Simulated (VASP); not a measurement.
# InAs (I-4m2) in VASP: a series of runs

Runs on InAs. Level: PBE. Tasks: single point.

Program: VASP 6.6.1. These are calculated values, not measurements. Logs are shortened: lines on timing, memory, paths and dates and some standing lists are left out, and cuts for length are marked.

## 1. The cell of the first run

It takes space group I-4m2 (No. 119, tetragonal). Conventional cell: a = 4.277 Å, b = 4.277 Å, c = 6.290 Å, α = 90.00°, β = 90.00°, γ = 90.00°. In (site symmetry -4m2) has 4 As at 2.65 Å within 3.5 Å. As (site symmetry -4m2) has 4 In at 2.65 Å within 3.5 Å.

## 2. Single point, PBE (strain +0.000 along x and y, +0.040 along z)

Input file INCAR:

```
SYSTEM = InAs
PREC = Accurate
ENCUT = 520
EDIFF = 1E-6
ISMEAR = 0
SIGMA = 0.15
LREAL = .False.
LASPH = .True.
NELM = 80
ALGO = Normal
ISIF = 2
LWAVE = .False.
LCHARG = .True.
GGA = PE
LELF = .True.
LVHAR = .True.
NBANDS = 16
```

Input file KPOINTS:

```
Automatic mesh
0
Gamma
  14 14 14
  0 0 0
```

Input file POSCAR:

```
InAs
1.0
    0.0000000000      3.0240000000      3.1449600000
    3.0240000000      0.0000000000      3.1449600000
    3.0240000000      3.0240000000      0.0000000000
In As
1 1
Direct
    0.0000000000      0.0000000000      0.0000000000
    0.7500000000      0.7500000000      0.7500000000
```

Potentials or basis: VASP PAW PBE potentials, release 64 (In_d, As).

Launch:

```console
> cat potpaw_PBE.64/In_d/POTCAR potpaw_PBE.64/As/POTCAR > POTCAR
> mpirun -np 1 vasp_std > vasp.out
```

OUTCAR:

```text
SYSTEM = InAs
   PREC = Accurate
   ENCUT = 520
   EDIFF = 1E-6
   ISMEAR = 0
   LREAL = .False.
   LASPH = .True.
   NELM = 80
   ISIF = 2
   GGA = PE

 ion  position               nearest neighbor table
   1  0.000  0.000  0.000-   2 2.65   2 2.65   2 2.65   2 2.65
   2  0.750  0.750  0.750-   1 2.65   1 2.65   1 2.65   1 2.65

  LATTYP: Found a body centered tetragonal cell.
 ALAT       =     4.2765818126
 C/A-ratio  =     1.4707821049

  Lattice vectors:

 A1 = (  -3.0240000000,   0.0000000000,   3.1449600000)
 A2 = (   3.0240000000,   0.0000000000,   3.1449600000)
 A3 = (   0.0000000000,   3.0240000000,  -3.1449600000)

Analysis of symmetry for initial positions (statically):
=====================================================================
 Subroutine PRICEL returns:
 Original cell was already a primitive cell.

 Routine SETGRP: Setting up the symmetry group for a
 body centered tetragonal supercell.

 Subroutine GETGRP returns: Found  8 space group operations
 (whereof  8 operations were pure point group operations)
 out of a pool of 16 trial point group operations.

The static configuration has the point symmetry D_2d.

Analysis of symmetry for dynamics (positions and initial velocities):
=====================================================================
 Subroutine PRICEL returns:
 Original cell was already a primitive cell.

 Routine SETGRP: Setting up the symmetry group for a
 body centered tetragonal supercell.

 Subroutine GETGRP returns: Found  8 space group operations
 (whereof  8 operations were pure point group operations)
 out of a pool of 16 trial point group operations.

The dynamic configuration has the point symmetry D_2d.

 Subroutine INISYM returns: Found  8 space group operations
 (whereof  8 operations are pure point group operations),
 and found     1 'primitive' translations

----------------------------------------------------------------------------------------

                                     Primitive cell

  volume of cell :      57.5187

  direct lattice vectors                    reciprocal lattice vectors
     0.000000000  3.024000000  3.144960000    -0.165343915  0.165343915  0.158984534
     3.024000000  0.000000000  3.144960000     0.165343915 -0.165343915  0.158984534
     3.024000000  3.024000000  0.000000000     0.165343915  0.165343915 -0.158984534
[... 76 lines left out ...]
   ISTART =      0    job   : 0-new  1-cont  2-samecut
   ICHARG =      2    charge: 1-file 2-atom 10-const
   ISPIN  =      1    spin polarized calculation?
   LNONCOLLINEAR =      F non collinear calculations
   LSORBIT =      F    spin-orbit coupling
   LASPH  =      T    aspherical Exc in radial PAW
   ENCUT  =  520.0 eV  38.22 Ry    6.18 a.u.   8.11  8.11  7.95*2*pi/ulx,y,z
   NELM   =     80;   NELMIN=  2; NELMDL= -5     # of ELM steps
   EDIFF  = 0.1E-05   stopping-criterion for ELM
   LREAL  =      F    real-space projection
   EDIFFG = 0.1E-04   stopping-criterion for IOM
   NSW    =      0    number of steps for IOM
   IBRION =     -1    ionic relax: 0-MD 1-quasi-New 2-CG
   NFREE  =      0    steps in history (QN), initial steepest desc. (CG)
   ISIF   =      2    stress and relaxation
   ISYM   =      2    0-nonsym 1-usesym 2-fastsym
   POTIM  = 0.5000    time-step for ionic-motion
   TEBEG  =    0.0;   TEEND  =   0.0 temperature during run
   PSTRESS=    0.0 pullay stress
   NELECT =      18.0000    total number of electrons
   NUPDOWN=      -1.0000    fix difference up-down
   EMIN   =  10.00;   EMAX   =-10.00  energy-range for DOS
   EFERMI =   0.00;   METHOD = LEGACY
   ISMEAR =     0;   SIGMA  =   0.15  broadening in eV -4-tet -1-fermi 0-gaus
   EFERMI_NEDOS =   21; number of points for ismear=-14 and -15
   IALGO  =     38    algorithm
   IMIX   =      4    mixing-type and parameters
     AMIX     =   0.40;   BMIX     =  1.00
     AMIX_MAG =   1.60;   BMIX_MAG =  1.00
  volume/ion in A,a.u.               =      28.76       194.08
  Fermi-wavevector in a.u.,A,eV,Ry     =   1.111466  2.100366 16.808042  1.235356
  Thomas-Fermi vector in A             =   2.248029
   LORBIT       =      0    0 simple, 1 ext, 2 COOP (PROOUT), +10 PAW based schemes
   GGA     = PE    functional components
   LHFCALC =     F    Hartree Fock is set to
   AEXX    =    0.0000 exact exchange contribution
   IVDW    =     0    specifies the selected vdW correction
   LEPSILON=     F    determine dielectric tensor
   LRPA    =     F    only Hartree local field effects (RPA)
 non-spin polarized calculation
 Gauss-broadening in eV      SIGMA  =   0.15
  energy-cutoff  :      520.00
  volume of cell :       57.52
 maximum number of plane-waves:      1570
   NGX = 17   NGY = 17   NGZ = 15

 number of electron      17.9999996 magnetization

 Free energy of the ion-electron system (eV)
  ---------------------------------------------------
  ext. energy  EPLUGINS =         0.00000000
  ---------------------------------------------------
  free energy    TOTEN  =        -7.70523549 eV

  energy without entropy =       -7.70507903  energy(sigma->0) =       -7.70515726

 E-fermi :   4.2913     XC(G=0):  -8.9221

 val. band max:        4.1774891781   @ k =   0.0000   0.0000   0.0000
 cond. band min:       4.7167202375   @ k =   0.0714   0.0000   0.0000
 fundamental gap:      0.5392310594
 Fermi energy:         4.2913287709

 k-point     1 :       0.0000    0.0000    0.0000
  band No.  band energies     occupation
      1     -10.2114      2.00000
      2     -10.1971      2.00000
      3     -10.1971      2.00000
      4     -10.0957      2.00000
      5     -10.0894      2.00000
      6      -7.4952      2.00000
[... 433 lines left out ...]
      3     -10.1716      2.00000
      4     -10.0948      2.00000
      5     -10.0901      2.00000
      6      -6.8473      2.00000
[... 8 lines left out ...]
     15      13.8041      0.00000
     16      13.9063      0.00000

 [... further k-points ...]
[... 5 lines left out ...]
  --------------------------------------------------------------------------------------
  -------------------------------------------------------------------------------------
  Total        0.7101319      0.7101319      0.2082159      0.0000000      0.0000000      0.0000000
  in kB       19.7806649     19.7806649      5.7998363      0.0000000      0.0000000      0.0000000
  external PRESSURE =      15.1203887 kB  Pullay stress =       0.0000000 kB

 VOLUME and BASIS-vectors are now :
 -----------------------------------------------------------------------------
  energy-cutoff  :      520.00
  volume of cell :       57.52
      direct lattice vectors                 reciprocal lattice vectors
     0.000000000  3.024000000  3.144960000    -0.165343915  0.165343915  0.158984534
     3.024000000  0.000000000  3.144960000     0.165343915 -0.165343915  0.158984534
     3.024000000  3.024000000  0.000000000     0.165343915  0.165343915 -0.158984534

 POSITION                                       TOTAL-FORCE (eV/Angst)
 -----------------------------------------------------------------------------------
      0.00000      0.00000      0.00000         0.000000      0.000000     -0.000000
      4.53600      4.53600      4.71744        -0.000000     -0.000000      0.000000
 -----------------------------------------------------------------------------------
    total drift:                                0.000000      0.000000     -0.000000

  FREE ENERGIE OF THE ION-ELECTRON SYSTEM (eV)
  ---------------------------------------------------
  free  energy   TOTEN  =        -7.7052354944 eV

  energy  without entropy=       -7.7050790276  energy(sigma->0) =       -7.70515726
```

Run time: 52 s. Hardware: 1 thread of Intel Xeon 6975P-C (Granite Rapids), shared host; peak memory 0.36 GiB.

What came out:

```
Free energy            : -7.7052 eV
Pressure               : 1.5 GPa
Band gap on the k mesh : zero (filled and empty bands touch)
```

Stress tensor (GPa, compression positive):
```
1.98 0.00 0.00
0.00 1.98 0.00
0.00 0.00 0.58
```

Levels at points of the mesh, in eV from the Fermi level:
| k point | band 7 | band 8 | band 9 | band 10 | band 11 | band 12 |
| --- | --- | --- | --- | --- | --- | --- |
| (0.00, 0.00, 0.00) | -0.58 | -0.31 | -0.11 | -0.11 | 3.69 | 3.69 |
| (0.50, 0.00, 0.00) | -5.74 | -1.23 | -0.98 | 0.68 | 4.38 | 4.60 |
| (0.50, 0.50, 0.00) | -5.99 | -2.23 | -2.23 | 1.56 | 2.10 | 8.53 |
| (0.50, 0.00, 0.50) | -5.77 | -2.44 | -2.43 | 1.38 | 1.76 | 8.61 |

Caveat: the cell differs from its parent crystal (strain +0.000 along x and y, +0.040 along z); semilocal functionals underestimate gaps, so a narrow gap can read as zero; spin-orbit coupling is left out, which moves the levels of the heavy elements.

## 3. Single point, PBE (strain +0.040 along x and y, +0.080 along z)

Changes to INCAR since step 2:

```diff
@@ -8,3 +8,3 @@
 LASPH = .True.
-NELM = 80
+NELM = 100
 ALGO = Normal
```

KPOINTS is that of step 2.

Input file POSCAR:

```
InAs
1.0
    0.0000000000      3.1449600000      3.2659200000
    3.1449600000      0.0000000000      3.2659200000
    3.1449600000      3.1449600000      0.0000000000
In As
1 1
Direct
    0.0000000000      0.0000000000      0.0000000000
    0.7500000000      0.7500000000      0.7500000000
```

Potentials or basis: VASP PAW PBE potentials, release 64 (In_d, As).

Launch:

```console
> cat potpaw_PBE.64/In_d/POTCAR potpaw_PBE.64/As/POTCAR > POTCAR
> mpirun -np 1 vasp_std > vasp.out
```

OUTCAR:

```text
SYSTEM = InAs
   PREC = Accurate
   ENCUT = 520
   EDIFF = 1E-6
   ISMEAR = 0
   LREAL = .False.
   LASPH = .True.
   NELM = 100
   ISIF = 2
   GGA = PE

 ion  position               nearest neighbor table
   1  0.000  0.000  0.000-   2 2.76   2 2.76   2 2.76   2 2.76
   2  0.750  0.750  0.750-   1 2.76   1 2.76   1 2.76   1 2.76

  LATTYP: Found a body centered tetragonal cell.
 ALAT       =     4.4476450851
 C/A-ratio  =     1.4686063917

  Lattice vectors:

 A1 = (  -3.1449600000,   0.0000000000,   3.2659200000)
 A2 = (   3.1449600000,   0.0000000000,   3.2659200000)
 A3 = (   0.0000000000,   3.1449600000,  -3.2659200000)

Analysis of symmetry for initial positions (statically):
=====================================================================
 Subroutine PRICEL returns:
 Original cell was already a primitive cell.

 Routine SETGRP: Setting up the symmetry group for a
 body centered tetragonal supercell.

 Subroutine GETGRP returns: Found  8 space group operations
 (whereof  8 operations were pure point group operations)
[... 158 lines left out ...]
  ---------------------------------------------------
  ext. energy  EPLUGINS =         0.00000000
  ---------------------------------------------------
  free energy    TOTEN  =        -7.65222770 eV

  energy without entropy =       -7.65197034  energy(sigma->0) =       -7.65209902

 E-fermi :   3.2324     XC(G=0):  -8.4285

 val. band max:        3.1205496737   @ k =   0.0000   0.0000   0.0000
 cond. band min:       3.4206007291   @ k =   0.0714   0.0000   0.0000
 fundamental gap:      0.3000510554
 Fermi energy:         3.2324096421

 k-point     1 :       0.0000    0.0000    0.0000
  band No.  band energies     occupation
      1     -11.0969      2.00000
      2     -11.0842      2.00000
      3     -11.0842      2.00000
      4     -11.0202      2.00000
      5     -11.0114      2.00000
      6      -7.9035      2.00000
[... 433 lines left out ...]
      3     -11.0678      2.00000
      4     -11.0163      2.00000
      5     -11.0146      2.00000
      6      -7.3867      2.00000
[... 8 lines left out ...]
     15      12.3292      0.00000
     16      12.5805      0.00000

 [... further k-points ...]
[... 5 lines left out ...]
  --------------------------------------------------------------------------------------
  -------------------------------------------------------------------------------------
  Total       -1.2018055     -1.2018055     -1.7404007      0.0000000     -0.0000000      0.0000000
  in kB      -29.8043042    -29.8043042    -43.1612521      0.0000000     -0.0000000      0.0000000
  external PRESSURE =     -34.2566202 kB  Pullay stress =       0.0000000 kB

 VOLUME and BASIS-vectors are now :
 -----------------------------------------------------------------------------
  energy-cutoff  :      520.00
  volume of cell :       64.60
      direct lattice vectors                 reciprocal lattice vectors
     0.000000000  3.144960000  3.265920000    -0.158984534  0.158984534  0.153096218
     3.144960000  0.000000000  3.265920000     0.158984534 -0.158984534  0.153096218
     3.144960000  3.144960000  0.000000000     0.158984534  0.158984534 -0.153096218

 POSITION                                       TOTAL-FORCE (eV/Angst)
 -----------------------------------------------------------------------------------
      0.00000      0.00000      0.00000         0.000000      0.000000      0.000000
      4.71744      4.71744      4.89888         0.000000      0.000000     -0.000000
 -----------------------------------------------------------------------------------
    total drift:                                0.000000      0.000000      0.000000

  FREE ENERGIE OF THE ION-ELECTRON SYSTEM (eV)
  ---------------------------------------------------
  free  energy   TOTEN  =        -7.6522277050 eV

  energy  without entropy=       -7.6519703356  energy(sigma->0) =       -7.65209902
```

stdout:

```text
POSCAR found type information on POSCAR InAs
 POSCAR found :  2 types and       2 ions
 scaLAPACK will be used
 LDA part: xc-table for (Slater+PW92), standard interpolation
 POSCAR, INCAR and KPOINTS ok, starting setup
 FFT: planning ... GRIDC
 FFT: planning ... GRID_SOFT
 FFT: planning ... GRID
 WAVECAR not read
 entering main loop
```

Run time: 79 s. Hardware: 1 thread of Intel Xeon 6975P-C (Granite Rapids), shared host; peak memory 0.4 GiB.

What came out:

```
Free energy            : -7.6522 eV
Pressure               : -3.4 GPa
Band gap on the k mesh : zero (filled and empty bands touch)
```

Stress tensor (GPa, compression positive):
```
-2.98  0.00  0.00
 0.00 -2.98  0.00
 0.00  0.00 -4.32
```

Caveat: the cell differs from its parent crystal (strain +0.040 along x and y, +0.080 along z); the cell stands under tension; semilocal functionals underestimate gaps, so a narrow gap can read as zero; spin-orbit coupling is left out, which moves the levels of the heavy elements.

## 4. Single point, PBE (strain -0.080 along x and y, -0.040 along z)

Input file INCAR:

```
ALGO = Normal
EDIFF = 1E-6
ENCUT = 520
GGA = PE
ISIF = 2
ISMEAR = 0
LASPH = T
LCHARG = F
LREAL = F
LWAVE = F
NBANDS = 16
NELM = 100
PREC = Accurate
SIGMA = 0.15
```

Input file KPOINTS:

```
k-points
0
Gamma
  14 14 14
```

Input file POSCAR:

```
InAs
1.0
    0.0000000000      2.7820800000      2.9030400000
    2.7820800000      0.0000000000      2.9030400000
    2.7820800000      2.7820800000      0.0000000000
In As
1 1
Direct
    0.0000000000      0.0000000000      0.0000000000
    0.7500000000      0.7500000000      0.7500000000
```

Launch:

```console
> cat potpaw_PBE.64/In_d/POTCAR potpaw_PBE.64/As/POTCAR > POTCAR
> mpirun -np 1 vasp_std > vasp.out
```

It took 1.7 min on 1 thread of Intel Xeon 6975P-C (Granite Rapids), shared host; peak memory 0.3 GiB.

It converged, with:

```
Free energy            : -6.8283 eV
Pressure               : 25.6 GPa
Band gap on the k mesh : 0.77 eV
```

Stress tensor (GPa, compression positive):
```
25.92  0.00  0.00
 0.00 25.92  0.00
 0.00  0.00 25.08
```

Levels at points of the mesh, in eV from the valence-band top:
```csv
k point,band 5,band 6,band 7,band 8,band 9,band 10,band 11,band 12,band 13,band 14
"(0.00, 0.00, 0.00)",-14.86,-13.52,-0.26,0.00,0.00,0.77,3.84,3.84,3.90,8.18
"(0.50, 0.00, 0.00)",-14.84,-11.28,-7.10,-1.61,-1.25,1.30,4.50,4.82,6.86,10.08
"(0.50, 0.50, 0.00)",-14.82,-10.64,-7.16,-3.02,-3.02,1.24,2.18,10.23,10.69,10.69
"(0.50, 0.00, 0.50)",-14.81,-10.44,-6.85,-3.32,-3.29,0.95,1.75,10.32,10.68,10.76
```

Caveat: the cell differs from its parent crystal (strain -0.080 along x and y, -0.040 along z); the cell stands under pressure; spin-orbit coupling is left out, which moves the levels of the heavy elements.

## 5. Summary

```tsv
cell	gap on the mesh (eV)	pressure (GPa)
a = 4.363, b = 4.363, c = 4.277 Å, angles 60.7, 60.7, 58.7°, 2 atoms	none	1.5
a = 4.534, b = 4.534, c = 4.448 Å, angles 60.6, 60.6, 58.7°, 2 atoms	none	-3.4
a = 4.021, b = 4.021, c = 3.934 Å, angles 60.7, 60.7, 58.6°, 2 atoms	0.77	25.6
```

Alike in all rows: task single point; level PBE; potentials or basis VASP PAW PBE potentials, release 64 (In_d, As); no spin polarisation; k mesh 14 × 14 × 14; cutoff (eV) 520; smearing gaussian 0.15 eV.

Caveats: spin-orbit coupling is left out, which moves the levels of the heavy elements; semilocal functionals underestimate gaps, so a narrow gap can read as zero (at least some runs); the cell stands under tension (at least some runs); the cell stands under pressure (at least some runs).

Total energies depend on the potentials used, so only differences within one code and one set of settings carry meaning.
